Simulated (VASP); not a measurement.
# LiF (I4/mmm) in VASP: notebook

Runs on LiF. Level: PBE. Tasks: single point.

All numbers are computed with VASP 6.6.1; they aren't measurements. Logs are shortened: lines on timing, memory, paths and dates and some standing lists are left out, and cuts for length are marked.

## Step 1: The cell of the first run

The structure is tetragonal, space group I4/mmm (No. 139). The conventional cell has a = 2.777 Å, b = 2.777 Å, c = 4.028 Å, α = 90.00°, β = 90.00°, γ = 90.00°. Li (site symmetry 4/mmm) has 6 F at 1.96 to 2.01 Å within 2.6 Å. Within 2.6 Å of F (site symmetry 4/mmm) lie 6 Li at 1.96 to 2.01 Å.

## Step 2: Single point, PBE (strain -0.025 along x and y, +0.000 along z)

File INCAR:

```
PREC     = Accurate       # precision mode
ENCUT    = 520            # plane-wave cutoff, eV
EDIFF    = 1E-7           # SCF threshold, eV
ISMEAR   = 0              # smearing method
SIGMA    = 0.05           # smearing width, eV
LREAL    = F              # projectors in reciprocal space
LASPH    = T              # aspherical terms in the spheres
NELM     = 100            # most SCF steps
ALGO     = Normal         # electronic algorithm
ISIF     = 2              # what is computed and relaxed
LWAVE    = F              # write WAVECAR
LCHARG   = F              # write CHGCAR
GGA      = PE             # functional
NBANDS   = 12             # bands
```

File KPOINTS:

```
regular mesh
0
Gamma
  10 10 10
```

File POSCAR:

```
LiF
1.0
    0.0000000000      1.9636500000      2.0140000000
    1.9636500000      0.0000000000      2.0140000000
    1.9636500000      1.9636500000      0.0000000000
Li F
1 1
Direct
    0.0000000000      0.0000000000      0.0000000000
    0.5000000000      0.5000000000      0.5000000000
```

Potentials or basis: VASP PAW PBE potentials, release 64 (Li_sv, F).

Launch:

```bash
> cat potpaw_PBE.64/Li_sv/POTCAR potpaw_PBE.64/F/POTCAR > POTCAR
> mpirun -np 1 vasp_std > vasp.out
```

OUTCAR:

```text
PREC = Accurate
   ENCUT = 520
   EDIFF = 1E-7
   ISMEAR = 0
   LREAL = F
   LASPH = T
   NELM = 100
   ISIF = 2
   GGA = PE

 ion  position               nearest neighbor table
   1  0.000  0.000  0.000-   2 1.96   2 1.96   2 1.96   2 1.96   2 2.01   2 2.01
   2  0.500  0.500  0.500-   1 1.96   1 1.96   1 1.96   1 1.96   1 2.01   1 2.01

  LATTYP: Found a body centered tetragonal cell.
 ALAT       =     2.7770204618
 C/A-ratio  =     1.4504754486

  Lattice vectors:

 A1 = (  -1.9636500000,   0.0000000000,   2.0140000000)
 A2 = (   1.9636500000,   0.0000000000,   2.0140000000)
 A3 = (   0.0000000000,   1.9636500000,  -2.0140000000)

Analysis of symmetry for initial positions (statically):
=====================================================================
 Subroutine PRICEL returns:
 Original cell was already a primitive cell.

 Routine SETGRP: Setting up the symmetry group for a
 body centered tetragonal supercell.

 Subroutine GETGRP returns: Found 16 space group operations
 (whereof 16 operations were pure point group operations)
 out of a pool of 16 trial point group operations.

The static configuration has the point symmetry D_4h.

Analysis of symmetry for dynamics (positions and initial velocities):
=====================================================================
 Subroutine PRICEL returns:
 Original cell was already a primitive cell.

 Routine SETGRP: Setting up the symmetry group for a
 body centered tetragonal supercell.

 Subroutine GETGRP returns: Found 16 space group operations
 (whereof 16 operations were pure point group operations)
 out of a pool of 16 trial point group operations.

The dynamic configuration has the point symmetry D_4h.

 Subroutine INISYM returns: Found 16 space group operations
 (whereof 16 operations are pure point group operations),
 and found     1 'primitive' translations

----------------------------------------------------------------------------------------

                                     Primitive cell

  volume of cell :      15.5317

  direct lattice vectors                    reciprocal lattice vectors
     0.000000000  1.963650000  2.014000000    -0.254627861  0.254627861  0.248262165
     1.963650000  0.000000000  2.014000000     0.254627861 -0.254627861  0.248262165
     1.963650000  1.963650000  0.000000000     0.254627861  0.254627861 -0.248262165

  length of vectors
     2.812848614  2.812848614  2.777020462     0.437384040  0.437384040  0.437384040

  position of ions in fractional coordinates (direct lattice)
     0.000000000  0.000000000  0.000000000
     0.500000000  0.500000000  0.500000000

  ion indices of the primitive-cell ions
   primitive index   ion index
                 1           1
                 2           2

----------------------------------------------------------------------------------------

 KPOINTS: regular mesh

Automatic generation of k-mesh.
 Grid dimensions read from file:
 generate k-points for:   10   10   10

 Generating k-lattice:

  Cartesian coordinates                     Fractional coordinates (reciprocal lattice)
    -0.025462786  0.025462786  0.024826216     0.100000000 -0.000000000  0.000000000
     0.025462786 -0.025462786  0.024826216    -0.000000000  0.100000000  0.000000000
     0.025462786  0.025462786 -0.024826216     0.000000000  0.000000000  0.100000000

  Length of vectors
     0.043738404  0.043738404  0.043738404

  Shift w.r.t. Gamma in fractional coordinates (k-lattice)
     0.000000000  0.000000000  0.000000000

 Subroutine IBZKPT returns following result:
 ===========================================

 Found    102 irreducible k-points:

 Following reciprocal coordinates:
            Coordinates               Weight
  0.000000  0.000000  0.000000      1.000000
  0.100000  0.000000  0.000000      8.000000
  0.200000  0.000000  0.000000      8.000000
  0.300000 -0.000000  0.000000      8.000000
  0.400000  0.000000  0.000000      8.000000
  0.500000 -0.000000  0.000000      4.000000
[... 16 lines left out ...]
  0.300000  0.300000  0.000000      2.000000
  0.400000  0.300000  0.000000      8.000000
 [... further k-points ...]
   k-points           NKPTS =    102   k-points in BZ     NKDIM =    102   number of bands    NBANDS=     12
   number of dos      NEDOS =    301   number of ions     NIONS =      2
   total plane-waves  NPLWV =  13824
   dimension x,y,z NGX =    24 NGY =   24 NGZ =   24
   dimension x,y,z NGXF=    48 NGYF=   48 NGZF=   48
   ions per type =               1   1
   NGX,Y,Z   is equivalent  to a cutoff of  14.18, 14.18, 14.37 a.u.
   NGXF,Y,Z  is equivalent  to a cutoff of  28.37, 28.37, 28.74 a.u.
 SYSTEM =  unknown system
   PREC   = accura    normal or accurate (medium, high low for compatibility)
   ISTART =      0    job   : 0-new  1-cont  2-samecut
   ICHARG =      2    charge: 1-file 2-atom 10-const
   ISPIN  =      1    spin polarized calculation?
   LNONCOLLINEAR =      F non collinear calculations
   LSORBIT =      F    spin-orbit coupling
   LASPH  =      T    aspherical Exc in radial PAW
   ENCUT  =  520.0 eV  38.22 Ry    6.18 a.u.   5.23  5.23  5.16*2*pi/ulx,y,z
   NELM   =    100;   NELMIN=  2; NELMDL= -5     # of ELM steps
   EDIFF  = 0.1E-06   stopping-criterion for ELM
   LREAL  =      F    real-space projection
   EDIFFG = 0.1E-05   stopping-criterion for IOM
   NSW    =      0    number of steps for IOM
   IBRION =     -1    ionic relax: 0-MD 1-quasi-New 2-CG
   NFREE  =      0    steps in history (QN), initial steepest desc. (CG)
   ISIF   =      2    stress and relaxation
   ISYM   =      2    0-nonsym 1-usesym 2-fastsym
   POTIM  = 0.5000    time-step for ionic-motion
   TEBEG  =    0.0;   TEEND  =   0.0 temperature during run
   PSTRESS=    0.0 pullay stress
   NELECT =      10.0000    total number of electrons
   NUPDOWN=      -1.0000    fix difference up-down
   EMIN   =  10.00;   EMAX   =-10.00  energy-range for DOS
   EFERMI =   0.00;   METHOD = LEGACY
   ISMEAR =     0;   SIGMA  =   0.05  broadening in eV -4-tet -1-fermi 0-gaus
   EFERMI_NEDOS =   21; number of points for ismear=-14 and -15
   IALGO  =     38    algorithm
   IMIX   =      4    mixing-type and parameters
     AMIX     =   0.40;   BMIX     =  1.00
     AMIX_MAG =   1.60;   BMIX_MAG =  1.00
  volume/ion in A,a.u.               =       7.77        52.41
  Fermi-wavevector in a.u.,A,eV,Ry     =   1.413630  2.671373 27.189183  1.998349
  Thomas-Fermi vector in A             =   2.535255
   LORBIT       =      0    0 simple, 1 ext, 2 COOP (PROOUT), +10 PAW based schemes
   GGA     = PE    functional components
   LHFCALC =     F    Hartree Fock is set to
   AEXX    =    0.0000 exact exchange contribution
   IVDW    =     0    specifies the selected vdW correction
   LEPSILON=     F    determine dielectric tensor
   LRPA    =     F    only Hartree local field effects (RPA)
 non-spin polarized calculation
 Gauss-broadening in eV      SIGMA  =   0.05
  energy-cutoff  :      520.00
  volume of cell :       15.53
 maximum number of plane-waves:       431
 NGX is ok and might be reduce to    24
   NGX = 11   NGY = 11   NGZ = 11

 number of electron      10.0000000 magnetization

 number of electron       9.9999999 magnetization

 Free energy of the ion-electron system (eV)
  ---------------------------------------------------
  ext. energy  EPLUGINS =         0.00000000
  ---------------------------------------------------
  free energy    TOTEN  =        -9.61407957 eV

  energy without entropy =       -9.61407957  energy(sigma->0) =       -9.61407957

 E-fermi :  -0.2303     XC(G=0): -10.2306

 val. band max:       -0.6655391830   @ k =   0.0000   0.0000   0.0000
 cond. band min:       8.8496722463   @ k =   0.0000   0.0000   0.0000
 fundamental gap:      9.5152114293
 Fermi energy:        -0.2303399553

 k-point     1 :       0.0000    0.0000    0.0000
  band No.  band energies     occupation
      1     -41.5141      2.00000
      2     -20.8200      2.00000
      3      -0.7229      2.00000
      4      -0.7229      2.00000
      5      -0.6655      2.00000
      6       8.8497      0.00000
      7      23.5377      0.00000
      8      23.9832      0.00000
      9      24.1558      0.00000
     10      24.1558      0.00000
     11      24.2090      0.00000
     12      24.2090      0.00000

 k-point     2 :       0.1000    0.0000    0.0000
  band No.  band energies     occupation
      1     -41.5071      2.00000
      2     -20.7782      2.00000
      3      -1.0091      2.00000
      4      -0.7429      2.00000
      5      -0.7118      2.00000
      6       9.1395      0.00000
      7      21.0587      0.00000
      8      22.3817      0.00000
      9      22.7997      0.00000
     10      25.1340      0.00000
     11      25.3255      0.00000
     12      25.4327      0.00000

 k-point     3 :       0.2000    0.0000    0.0000
  band No.  band energies     occupation
      1     -41.4889      2.00000
      2     -20.6654      2.00000
      3      -1.7359      2.00000
      4      -0.7940      2.00000
      5      -0.7892      2.00000
      6       9.7706      0.00000
      7      18.5583      0.00000
      8      20.8035      0.00000
      9      21.2706      0.00000
     10      26.3255      0.00000
     11      26.6630      0.00000
     12      26.6820      0.00000
[... 286 lines left out ...]
 k-point    23 :       0.3000    0.3000    0.0000
  band No.  band energies     occupation
      1     -41.4564      2.00000
      2     -20.3709      2.00000
      3      -2.7555      2.00000
      4      -1.3884      2.00000
      5      -1.3884      2.00000
      6      11.9218      0.00000
      7      17.7024      0.00000
      8      18.7421      0.00000
      9      20.5593      0.00000
     10      20.5593      0.00000
     11      34.7118      0.00000
     12      35.1294      0.00000

 k-point    24 :       0.4000    0.3000    0.0000
  band No.  band energies     occupation
      1     -41.4431      2.00000
      2     -20.2519      2.00000
      3      -3.1991      2.00000
      4      -1.6140      2.00000
      5      -1.4837      2.00000
      6      12.6993      0.00000
      7      16.5884      0.00000
      8      18.2873      0.00000
      9      20.2944      0.00000
     10      21.3685      0.00000
     11      34.1879      0.00000
     12      35.3486      0.00000

 [... further k-points ...]

------------------------ aborting loop because EDIFF is reached ----------------------------------------

  FORCE on cell =-STRESS in cart. coord.  units (eV):
  Direction    XX          YY          ZZ          XY          YZ          ZX
  --------------------------------------------------------------------------------------
  -------------------------------------------------------------------------------------
  Total        0.6699453      0.6699453      0.4166732      0.0000000     -0.0000000      0.0000000
  in kB       69.1086279     69.1086279     42.9821836      0.0000000     -0.0000000      0.0000000
  external PRESSURE =      60.3998132 kB  Pullay stress =       0.0000000 kB

 VOLUME and BASIS-vectors are now :
 -----------------------------------------------------------------------------
  energy-cutoff  :      520.00
  volume of cell :       15.53
      direct lattice vectors                 reciprocal lattice vectors
     0.000000000  1.963650000  2.014000000    -0.254627861  0.254627861  0.248262165
     1.963650000  0.000000000  2.014000000     0.254627861 -0.254627861  0.248262165
     1.963650000  1.963650000  0.000000000     0.254627861  0.254627861 -0.248262165

 POSITION                                       TOTAL-FORCE (eV/Angst)
 -----------------------------------------------------------------------------------
      0.00000      0.00000      0.00000         0.000000     -0.000000     -0.000000
      1.96365      1.96365      2.01400        -0.000000      0.000000      0.000000
 -----------------------------------------------------------------------------------
    total drift:                               -0.000000     -0.000000      0.000000

  FREE ENERGIE OF THE ION-ELECTRON SYSTEM (eV)
  ---------------------------------------------------
  free  energy   TOTEN  =        -9.6140795748 eV

  energy  without entropy=       -9.6140795748  energy(sigma->0) =       -9.61407957
```

It took 29 s on 1 thread of Intel Xeon 6975P-C, shared host; peak memory 0.14 GiB.

Results:

```yaml
Free_energy: -9.6141 eV
Band_gap_on_the_k_mesh: 9.52 eV, direct
```

Levels at points of the mesh, in eV from the valence-band top:
| k point | band 3 | band 4 | band 5 | band 6 | band 7 | band 8 |
| --- | --- | --- | --- | --- | --- | --- |
| (0.00, 0.00, 0.00) | -0.06 | -0.06 | 0.00 | 9.52 | 24.20 | 24.65 |
| (0.50, 0.00, 0.00) | -2.71 | -0.31 | -0.25 | 11.01 | 17.31 | 19.04 |
| (0.50, 0.50, 0.00) | -3.28 | -1.06 | -1.06 | 14.95 | 16.91 | 18.03 |
| (0.50, 0.00, 0.50) | -3.26 | -1.22 | -1.06 | 15.42 | 16.56 | 18.05 |

Caveat: the cell differs from its parent crystal (strain -0.025 along x and y, +0.000 along z); the cutoff is under 1.25 times the usual one of these potentials, so pressure, stress and relaxed cells hold a basis-set (Pulay) error. A k mesh can miss the band edges.

## Step 3: Single point, PBE (strain +0.000 along x and y, -0.025 along z)

INCAR, as its differences from that of step 2:

```diff
@@ -7,3 +7,3 @@
 LASPH    = T              # aspherical terms in the spheres
-NELM     = 100            # most SCF steps
+NELM     = 60             # most SCF steps
 ALGO     = Normal         # electronic algorithm
```

File KPOINTS:

```
Automatic mesh
0
Gamma
  10 10 10
```

File POSCAR:

```
LiF
1.0
    0.0000000000      2.0140000000      1.9636500000
    2.0140000000      0.0000000000      1.9636500000
    2.0140000000      2.0140000000      0.0000000000
Li F
1 1
Direct
    0.0000000000      0.0000000000      0.0000000000
    0.5000000000      0.5000000000      0.5000000000
```

Potentials or basis: VASP PAW PBE potentials, release 64 (Li_sv, F).

Launch:

```bash
> cat potpaw_PBE.64/Li_sv/POTCAR potpaw_PBE.64/F/POTCAR > POTCAR
> mpirun -np 1 vasp_std > vasp.out
```

Run time: 27 s. Hardware: 1 thread of Intel Xeon 6975P-C, shared host; peak memory 0.14 GiB.

It converged, with:

- Free energy: -9.6275 eV
- Band gap on the k mesh: 9.30 eV, direct

Levels at points of the mesh, in eV from the valence-band top:
| k point | band 2 | band 3 | band 4 | band 5 | band 6 | band 7 | band 8 | band 9 |
| --- | --- | --- | --- | --- | --- | --- | --- | --- |
| (0.00, 0.00, 0.00) | -20.06 | -0.07 | 0.00 | 0.00 | 9.30 | 24.09 | 24.09 | 24.49 |
| (0.50, 0.00, 0.00) | -19.61 | -2.61 | -0.28 | -0.23 | 10.89 | 17.02 | 18.85 | 19.32 |
| (0.50, 0.50, 0.00) | -19.31 | -3.12 | -1.11 | -1.11 | 15.35 | 16.34 | 17.78 | 20.28 |
| (0.50, 0.00, 0.50) | -19.34 | -3.14 | -1.11 | -0.95 | 14.88 | 16.70 | 17.73 | 20.44 |

Caveat: the cell differs from its parent crystal (strain +0.000 along x and y, -0.025 along z); the cutoff is under 1.25 times the usual one of these potentials, so pressure, stress and relaxed cells hold a basis-set (Pulay) error.
